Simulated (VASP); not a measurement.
Bi: relaxation of cell and atoms with PBE

Crystal: Bi.

```xyz
1
Lattice="3.2918 0.0000 0.0000 0.0000 3.2918 0.0000 0.0000 0.0000 3.2918" Properties=species:S:1:pos:R:3 pbc="T T T"
Bi    0.0000    0.0000    0.0000
```

| Item | Value |
| --- | --- |
| Program | VASP 6.6.1 |
| Task | relaxation of cell and atoms |
| Functional | PBE |
| Potentials or basis | VASP PAW PBE potentials, release 64 (Bi_d) |
| Cutoff | 600 eV |
| k mesh | 12 × 12 × 12 |
| Occupations | fermi-dirac, width 0.05 eV |
| Spin | no spin polarisation |
| Target pressure | -0.57 GPa |
| Dipole correction | no |
| Further INCAR settings | ALGO = Normal; EDIFF = 1e-06; IBRION = 2; EDIFFG = -0.005; NSW = 32; ISIF = 3 |

The relaxed volume is 35.64 Å³/atom, the relaxed cell is a = 3.291 Å, b = 3.291 Å, c = 3.291 Å, α = 90.00°, β = 90.00°, γ = 90.00° and the space group after relaxing (to 0.05 Å) is Pm-3m (No. 221). The energy change on relaxing (the enthalpy is what falls) is -0.1 meV/atom and the ionic steps are 23. The pressure after relaxing is -0.6 GPa.

The path:
```tsv
step	energy change (eV)	largest force (eV/Å)	pressure (GPa)	volume (Å³)
1	0.0000	0.0000	-0.60	35.67
2	-0.0001	0.0000	-0.63	35.63
3	-0.0005	0.0000	-0.42	35.53
4	-0.0002	0.0000	-0.53	35.60
5	-0.0002	0.0000	-0.51	35.61
6	-0.0002	0.0000	-0.53	35.62
7	-0.0001	0.0000	-0.55	35.63
8	-0.0001	0.0000	-0.51	35.63
9	-0.0001	0.0000	-0.53	35.63
10	0.0000	0.0000	-0.53	35.66
11	0.0003	0.0000	-0.70	35.74
12	0.0000	0.0000	-0.60	35.68
13	0.0000	0.0000	-0.62	35.67
14	0.0000	0.0000	-0.60	35.66
15	0.0000	0.0000	-0.64	35.66
16	0.0000	0.0000	-0.62	35.66
17	-0.0001	0.0000	-0.61	35.64
18	-0.0003	0.0000	-0.48	35.58
19	-0.0002	0.0000	-0.46	35.62
20	-0.0001	0.0000	-0.54	35.63
21	-0.0001	0.0000	-0.52	35.64
22	-0.0001	0.0000	-0.54	35.64
23	-0.0001	0.0000	-0.55	35.64
```

Final structure:
```
Bi
1.0
     3.29084    0.00000    0.00000
     0.00000    3.29084    0.00000
     0.00000    0.00000    3.29084
Bi
1
Direct
  0.00000 0.00000 0.00000
```

Levels at points of the mesh, in eV from the Fermi level:
| k point | band 6 | band 7 | band 8 | band 9 | band 10 | band 11 |
| --- | --- | --- | --- | --- | --- | --- |
| (0.00, 0.00, 0.00) | -12.92 | 3.02 | 3.02 | 3.02 | 6.09 | 7.68 |
| (0.50, 0.00, 0.00) | -11.16 | -4.78 | 4.78 | 4.78 | 9.59 | 9.60 |
| (0.50, 0.50, 0.00) | -9.42 | -3.00 | -3.00 | 2.79 | 6.60 | 11.83 |
| (0.50, 0.50, 0.50) | -7.66 | -1.33 | -1.33 | -1.33 | 5.35 | 5.35 |

Wall time 2.5 min on 1 thread of Intel Xeon 6975P-C, with other jobs on the host, peak memory 0.19 GiB.

Caveat: the cell is relaxed towards a set pressure, so the enthalpy falls and the energy may rise; spin-orbit coupling is left out, which moves the levels of the heavy elements.
